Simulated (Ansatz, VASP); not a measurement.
## Two plane-wave programs on PdPt2

```xyz
3
Lattice="4.6567 0.0000 0.0000 -2.3283 4.0328 0.0000 0.0000 0.0000 2.6776" Properties=species:S:1:pos:R:3 pbc="T T T"
Pd    0.0000    0.0000    0.0000
Pt    0.0000    2.6885    0.0000
Pt    2.3283    1.3443    0.0000
```

Alike in both runs: functional PBE; k mesh 6 × 6 × 6; occupations gaussian, width 0.1 eV; no spin polarisation.

Ansatz relaxed the structure, and its values are those at the end. VASP's run is a single point on that final structure, the one shown.

```csv
,VASP,Ansatz
version,VASP 6.6.1,Ansatz 0.2.0
potentials or method,"VASP PAW PBE potentials, release 64 (Pd, Pt), cutoff 500 eV","scalar-relativistic, plane waves, PAW"
valence electrons in the cell,30,54
```

|  | VASP | Ansatz | Ansatz less VASP |
| --- | --- | --- | --- |
| gap on the k mesh at the Fermi level (eV) | none | none | - |
| pressure (GPa) | -0.4 | 0.0 | +0.41 |

A gap of «none» marks a metal or a gap that the smearing closes. With one functional, cell and mesh, what is left measures potentials, basis and numerics. VASP's potentials hold 30 valence electrons a cell and Ansatz's 54, so a difference there can come from the potentials and not from the codes.

The k mesh is coarse, so the values compare programs but aren't converged. Neither program's run includes spin-orbit coupling.
